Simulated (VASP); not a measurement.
# Bi (P4_2/mcm) in VASP: further runs, part 2 of 2

VASP 6.6.1.

## Step 4: Relaxation of cell and atoms, PBE

The input, INCAR:

```
SYSTEM = Bi
PREC     = Accurate       ! precision mode
ENCUT    = 600            ! plane-wave cutoff, eV
EDIFF    = 1E-6           ! SCF threshold, eV
ISMEAR   = 0              ! smearing method
SIGMA    = 0.1            ! smearing width, eV
LREAL    = .False.        ! projectors in reciprocal space
LASPH    = .True.         ! aspherical terms in the spheres
NELM     = 60             ! most SCF steps
ALGO     = Normal         ! electronic algorithm
ISIF     = 3              ! what is computed and relaxed
LWAVE    = .False.        ! write WAVECAR
LCHARG   = .False.        ! write CHGCAR
GGA      = PE             ! functional
IBRION   = 2              ! ionic algorithm
NSW      = 90             ! ionic steps
EDIFFG   = -0.04          ! ionic threshold
```

The input, KPOINTS:

```
Automatic mesh
0
Gamma
  4 4 4
  0 0 0
```

The input, POSCAR:

```
Bi
1.0
    4.8190410724      0.0000000000      0.0000000000
    0.0000000000      4.8190410724      0.0000000000
    0.0000000000      0.0000000000      5.4391462320
Bi
4
Direct
    0.7531878825      0.7531878825      0.5000000000
    0.2468121175      0.2468121175      0.5000000000
    0.2468121175      0.7531878825      0.0000000000
    0.7531878825      0.2468121175      0.0000000000
```

The run is started by

```sh
cat potpaw_PBE.64/Bi_d/POTCAR > POTCAR
mpirun -np 1 vasp_std > vasp.out
```

Run time: 8.8 min. Hardware: 1 thread of Intel Xeon Platinum 8259CL at 2.50GHz (Skylake/Cascade Lake), shared host; peak memory 0.3 GiB.

Results (log left out):

- Free energy: -14.9024 eV
- Relaxed volume: 31.53 Å³/atom
- Relaxed cell: a = 5.025 Å, b = 5.025 Å, c = 4.995 Å, α = 90.00°, β = 90.00°, γ = 90.00°
- Space group after relaxing (to 0.1 Å): Fm-3m (No. 225)
- Energy gained by relaxing: 19.1 meV/atom
- Ionic steps: 10
- Pressure after relaxing: 0.0 GPa
- Largest force after relaxing: 0.010 eV/Å
- Band gap on the k mesh: zero (bands 30 and 31 overlap by 4.36 eV)

Forces on the atoms (eV/Å):
```
Bi  -0.007 -0.007  0.000
Bi   0.007  0.007  0.000
Bi   0.007 -0.007  0.000
Bi  -0.007  0.007  0.000
```

Stress tensor (GPa, compression positive):
```
-0.13  0.00  0.00
 0.00 -0.13  0.00
 0.00  0.00  0.11
```

Step by step:
```tsv
step	energy change (eV)	largest force (eV/Å)	pressure (GPa)	volume (Å³)
1	0.0000	0.0407	0.55	126.31
2	-0.0189	0.0620	-0.20	128.31
3	0.0024	0.0448	-2.37	134.03
4	-0.0252	0.0616	-1.09	130.43
5	-0.0256	0.0635	-0.92	130.00
6	-0.0336	0.0592	-0.99	129.86
7	-0.0510	0.0471	-1.04	129.47
8	-0.0686	0.0117	-1.05	128.50
9	-0.0760	0.0073	0.30	125.48
10	-0.0765	0.0105	-0.05	126.12
```

Final structure:
```
Bi
1.0
     5.02472    0.00000    0.00000
     0.00000    5.02472    0.00000
     0.00000    0.00000    4.99519
Bi
4
Cartesian
  3.7700 3.7700 2.4976
  1.2547 1.2547 2.4976
  1.2547 3.7700 0.0000
  3.7700 1.2547 0.0000
```

Levels at points of the mesh, in eV from the Fermi level:
| k point | band 27 | band 28 | band 29 | band 30 | band 31 | band 32 | band 33 | band 34 |
| --- | --- | --- | --- | --- | --- | --- | --- | --- |
| (0.00, 0.00, 0.00) | -4.07 | 0.63 | 0.63 | 0.68 | 0.68 | 0.72 | 0.72 | 4.32 |
| (0.50, 0.00, 0.00) | -2.40 | -2.39 | -0.78 | -0.78 | 0.21 | 0.21 | 2.32 | 2.34 |
| (0.50, 0.50, 0.00) | -2.42 | -2.42 | -0.77 | -0.76 | -0.76 | -0.74 | 3.42 | 3.43 |
| (0.00, 0.00, 0.50) | -2.41 | -2.41 | -0.82 | -0.82 | 0.23 | 0.23 | 2.30 | 2.30 |
| (0.50, 0.00, 0.50) | -2.47 | -2.47 | -0.79 | -0.79 | -0.78 | -0.78 | 3.49 | 3.49 |
| (0.50, 0.50, 0.50) | -4.90 | -4.90 | 3.58 | 3.58 | 3.58 | 3.58 | 3.67 | 3.67 |

Caveat: spin-orbit coupling is left out, which moves the levels of the heavy elements.

## Step 5: Relaxation of cell and atoms, PBE

INCAR is that of step 4.

KPOINTS is that of step 4.

The input, POSCAR:

```
Bi
1.0
    4.8190629302      0.0000000000      0.0000000000
    0.0000000000      4.8190629302      0.0000000000
    0.0000000000      0.0000000000      5.4389691996
Bi
4
Direct
    0.7531906956      0.7531906956      0.5000000000
    0.2468093044      0.2468093044      0.5000000000
    0.2468093044      0.7531906956      0.0000000000
    0.7531906956      0.2468093044      0.0000000000
```

The run is started by

```sh
cat potpaw_PBE.64/Bi_d/POTCAR > POTCAR
mpirun -np 1 vasp_std > vasp.out
```

Run time: 13 min. Hardware: 1 thread of Intel Xeon 8259CL, shared host; peak memory 0.31 GiB.

The run converged. Its results:

```yaml
Free_energy: -14.9024 eV
Relaxed_volume: 31.53 Å³/atom
Relaxed_cell: a = 5.025 Å, b = 5.025 Å, c = 4.995 Å, α = 90.00°, β = 90.00°, γ = 90.00°
Space_group_after_relaxing_to_0.1_Å: Fm-3m (No. 225)
Energy_gained_by_relaxing: 19.1 meV/atom
Ionic_steps: 10
Pressure_after_relaxing: 0.0 GPa
Largest_force_after_relaxing: 0.010 eV/Å
Band_gap_on_the_k_mesh: zero (bands 30 and 31 overlap by 4.36 eV)
```

Forces on the atoms (eV/Å):
```
Bi  -0.007 -0.007  0.000
Bi   0.007  0.007  0.000
Bi   0.007 -0.007  0.000
Bi  -0.007  0.007  0.000
```

Stress tensor (GPa, compression positive):
```
-0.13  0.00  0.00
 0.00 -0.13  0.00
 0.00  0.00  0.11
```

Step by step:
```tsv
step	energy change (eV)	largest force (eV/Å)	pressure (GPa)	volume (Å³)
1	0.0000	0.0408	0.55	126.31
2	-0.0189	0.0621	-0.20	128.31
3	0.0016	0.0452	-2.34	133.96
4	-0.0252	0.0617	-1.09	130.42
5	-0.0256	0.0635	-0.92	129.99
6	-0.0337	0.0593	-0.99	129.85
7	-0.0511	0.0470	-1.04	129.47
8	-0.0687	0.0115	-1.04	128.48
9	-0.0759	0.0071	0.30	125.47
10	-0.0764	0.0103	-0.05	126.12
```

Final structure:
```
Bi
1.0
     5.02494    0.00000    0.00000
     0.00000    5.02494    0.00000
     0.00000    0.00000    4.99466
Bi
4
Cartesian
  3.7702 3.7702 2.4973
  1.2548 1.2548 2.4973
  1.2548 3.7702 0.0000
  3.7702 1.2548 0.0000
```

Levels at points of the mesh, in eV from the Fermi level:
| k point | band 27 | band 28 | band 29 | band 30 | band 31 | band 32 | band 33 | band 34 |
| --- | --- | --- | --- | --- | --- | --- | --- | --- |
| (0.00, 0.00, 0.00) | -4.07 | 0.63 | 0.63 | 0.68 | 0.68 | 0.72 | 0.72 | 4.32 |
| (0.50, 0.00, 0.00) | -2.40 | -2.39 | -0.78 | -0.78 | 0.21 | 0.21 | 2.32 | 2.34 |
| (0.50, 0.50, 0.00) | -2.42 | -2.42 | -0.77 | -0.76 | -0.76 | -0.74 | 3.42 | 3.43 |
| (0.00, 0.00, 0.50) | -2.41 | -2.41 | -0.82 | -0.82 | 0.24 | 0.24 | 2.30 | 2.30 |
| (0.50, 0.00, 0.50) | -2.47 | -2.47 | -0.79 | -0.79 | -0.78 | -0.78 | 3.50 | 3.50 |
| (0.50, 0.50, 0.50) | -4.90 | -4.90 | 3.58 | 3.58 | 3.58 | 3.58 | 3.67 | 3.67 |

Caveat: spin-orbit coupling is left out, which moves the levels of the heavy elements.
